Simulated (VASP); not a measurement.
A run of VASP 6.6.1:

File POSCAR:

```
C
1.0
    0.0000000000      2.1267565396      3.5617636613
    1.2279212041      0.0000000000      3.5617636613
    1.2279212041      2.1267565396      0.0000000000
C
2
Direct
    0.1648347136      0.8070893079      0.1353250117
    0.8332960723      0.1667039277      0.8332960723
```

INCAR.step1

```
PREC     = Accurate       # precision mode
ENCUT    = 520            # plane-wave cutoff, eV
ISMEAR   = 0              # smearing method
SIGMA    = 0.05           # smearing width, eV
LREAL    = False          # projectors in reciprocal space
LASPH    = True           # aspherical terms in the spheres
NELM     = 80             # most SCF steps
NBANDS   = 11             # bands
GGA      = PE             # functional
ALGO     = Normal         # electronic algorithm
EDIFF    = 1E-4           # SCF threshold, eV
LWAVE    = True           # write WAVECAR
LCHARG   = False          # write CHGCAR
```

File INCAR.step2:

```
PREC     = Accurate       # precision mode
ENCUT    = 520            # plane-wave cutoff, eV
EDIFF    = 1E-6           # SCF threshold, eV
ISMEAR   = 0              # smearing method
SIGMA    = 0.05           # smearing width, eV
LREAL    = False          # projectors in reciprocal space
LASPH    = True           # aspherical terms in the spheres
NELM     = 80             # most SCF steps
ALGO     = Normal         # electronic algorithm
ISIF     = 2              # what is computed and relaxed
LWAVE    = False          # write WAVECAR
LCHARG   = True           # write CHGCAR
METAGGA  = R2SCAN         # meta-GGA
LMIXTAU  = True         
LELF     = True           # ELF
LVHAR    = True         
NBANDS   = 11             # bands
ISTART   = 1
```

KPOINTS

```
regular mesh
0
Gamma
  14 14 14
```

Potentials or basis: VASP PAW PBE potentials, release 64 (C).

Launch:

```bash
$ cat potpaw_PBE.64/C/POTCAR > POTCAR
$ cp INCAR.step1 INCAR
$ mpirun -np 1 vasp_std > vasp.out
$ cp INCAR.step2 INCAR
$ mpirun -np 1 vasp_std > vasp.out
```

Hardware: 1 thread of AMD EPYC 7R13 Processor (Zen 3), with other jobs on the host.

Problem. How long does it take, and how much memory?

Solution. Run time: 19 min on 1 thread of AMD EPYC 7R13 Processor (Zen 3), on a shared host, peak memory 0.3 GiB. Counts: k points 1376.
